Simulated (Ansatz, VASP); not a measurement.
# One calculation of LiYRh, two programs

```xyz
3
Lattice="4.3876 0.0000 0.0000 -2.1938 3.7998 0.0000 0.0000 0.0000 3.3700" Properties=species:S:1:pos:R:3 pbc="T T T"
Li    2.1938    1.2666    1.6850
Y     0.0000    0.0000    0.0000
Rh    0.0000    2.5332    1.6850
```

Change from the starting cell: species swapped into the BaSbPt type (P-6m2, No. 187).

Alike in both runs: task relaxation of cell and atoms; functional PBE; k mesh 12 × 12 × 14; occupations gaussian, width 0.1 eV; no spin polarisation.

|  | VASP | Ansatz |
| --- | --- | --- |
| version | VASP 6.6.1 | Ansatz 0.2.0 |
| potentials or method | VASP PAW PBE potentials, release 64 (Li_sv, Y_sv, Rh_pv), cutoff 600 eV | scalar-relativistic, plane waves, PAW |
| valence electrons in the cell | 29 | 31 |

VASP gave:

- gap on the k mesh at the Fermi level, each at its own relaxed structure (eV): none
- relaxed volume (Å³/atom): 18.71
- relaxed cell length with the largest relative difference (Å): 3.410

Estimate Ansatz's values.

gap on the k mesh at the Fermi level, each at its own relaxed structure (eV): none; relaxed volume (Å³/atom): 18.74; relaxed cell length with the largest relative difference (Å): 3.416.

A gap of «none» marks a metal or a gap that the smearing closes. VASP's potentials hold 29 valence electrons a cell and Ansatz's 31, so a difference there can come from the potentials and not from the codes.

Noted on VASP's run: the cutoff is short for stress, so the pressure is rough.
